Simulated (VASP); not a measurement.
## Si: single point with PBE

Si:

```xyz
4
Lattice="-3.3456 3.3456 1.9304 3.3456 -3.3456 1.9304 3.3456 3.3456 -1.9304" Properties=species:S:1:pos:R:3 pbc="T T T"
Si    1.1951    1.1751   -0.0400
Si    2.1505    2.1305    1.9704
Si    2.1505   -2.1305    1.9304
Si   -2.1505    2.1705    1.9304
```

This cell differs from its parent crystal: atoms displaced along several vibrational modes.

- Program: VASP 6.6.1
- Task: single point
- Functional: PBE
- Potentials or basis: VASP PAW PBE potentials, release 64 (Si)
- Cutoff: 520 eV
- k mesh: 10 × 10 × 10
- Occupations: gaussian, width 0.05 eV
- Spin: no spin polarisation

* Pressure: 0.1 GPa
* Largest force: 1.028 eV/Å
* Band gap on the k mesh: 0.27 eV (least direct gap 0.31 eV)

Forces in eV/Å, atoms in the order of the input:
```
Si  -0.069  0.267  0.956
Si   0.069  0.355 -0.962
Si   0.005 -0.290  0.002
Si  -0.005 -0.332  0.004
```

Stress tensor (GPa, compression positive):
```
 0.01  0.10 -1.01
 0.10  0.20 -1.01
-1.01 -1.01  0.17
```

Levels at points of the mesh, in eV from the valence-band top:
| k point | band 4 | band 5 | band 6 | band 7 | band 8 | band 9 | band 10 | band 11 | band 12 | band 13 |
| --- | --- | --- | --- | --- | --- | --- | --- | --- | --- | --- |
| (0.00, 0.00, 0.00) | -5.64 | -3.82 | -1.56 | -1.53 | -0.65 | 1.31 | 1.44 | 1.45 | 2.21 | 2.24 |
| (0.50, 0.00, 0.00) | -6.35 | -4.41 | -3.61 | -2.40 | -1.47 | 0.69 | 2.33 | 3.06 | 3.35 | 3.94 |
| (0.50, 0.00, 0.50) | -6.04 | -4.34 | -3.46 | -2.47 | -1.57 | 0.86 | 2.16 | 2.80 | 3.39 | 4.12 |
| (0.00, 0.50, 0.50) | -6.04 | -4.34 | -3.45 | -2.48 | -1.57 | 0.86 | 2.17 | 2.80 | 3.38 | 4.14 |
| (0.00, 0.50, 0.00) | -6.35 | -4.42 | -3.62 | -2.39 | -1.47 | 0.69 | 2.33 | 3.06 | 3.36 | 3.92 |
| (0.50, 0.50, 0.00) | -5.03 | -2.89 | -2.07 | -1.95 | -1.65 | 1.52 | 1.81 | 1.85 | 3.83 | 4.22 |
| (0.00, 0.00, 0.50) | -5.03 | -2.90 | -2.17 | -1.83 | -1.68 | 1.50 | 1.84 | 1.84 | 3.81 | 4.20 |
| (0.50, 0.50, 0.50) | -5.01 | -2.97 | -0.43 | -0.12 | 0.00 | 0.31 | 2.92 | 3.32 | 3.83 | 4.38 |

It took 9.9 min on 1 thread of Intel(R) Xeon(R) Platinum 8124M CPU @ 3.00GHz (Skylake/Cascade Lake), on a shared host, peak memory 0.61 GiB.

Caveat: the cell differs from its parent crystal (atoms displaced along several vibrational modes); semilocal functionals underestimate gaps, and a narrow one can read as zero; forces of over 1 eV/Å act on the atoms, so gaps and moduli don't describe the material at rest. A k mesh can miss the band edges.
